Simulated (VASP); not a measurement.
Input of a VASP 6.6.1 run:

File INCAR:

```
SYSTEM = GaB3As4
  PREC = Accurate
  ENCUT = 520
  EDIFF = 1E-6
  ISMEAR = 0
  SIGMA = 0.1
  LREAL = .FALSE.
  LASPH = .TRUE.
  NELM = 60
  ALGO = Normal
  ISIF = 2
  LWAVE = .FALSE.
  LCHARG = .FALSE.
  GGA = PE
  NBANDS = 31
```

File KPOINTS:

```
Automatic mesh
0
G
  12 12 4
  0 0 0
```

Contents of POSCAR:

```
GaB3As4
1.0
    3.5277119200      0.0000000000      0.0000000000
   -1.7638559600      3.0550881399      0.0000000000
    0.0000000000      0.0000000000     11.9031647041
Ga B As
1 3 4
Direct
    0.6666666667      0.3333333333      0.2542214672
    0.3333333333      0.6666666667      0.5167187116
    0.3333333333      0.6666666667      0.9844430430
    0.6666666667      0.3333333333      0.7509423646
    0.3333333333      0.6666666667      0.1595484585
    0.3333333333      0.6666666667      0.6939465044
    0.6666666667      0.3333333333      0.4603480307
    0.6666666667      0.3333333333      0.9278313800
```

Potentials or basis: VASP PAW PBE potentials, release 64 (Ga_d, B, As).

Launch:

```console
$ cat potpaw_PBE.64/Ga_d/POTCAR potpaw_PBE.64/B/POTCAR potpaw_PBE.64/As/POTCAR > POTCAR
$ mpirun -np 1 vasp_std > vasp.out
```

Problem. What does it give for the pressure?

Solution. 0.4 GPa.

Problem. Predict the largest force.

Solution. 0.019 eV/Å.

Forces on the atoms (eV/Å):
```
Ga   0.000  0.000  0.016
B    0.000  0.000 -0.009
B    0.000  0.000 -0.019
B    0.000  0.000 -0.008
As   0.000  0.000  0.013
As   0.000  0.000  0.009
As   0.000  0.000 -0.008
As   0.000  0.000  0.006
```
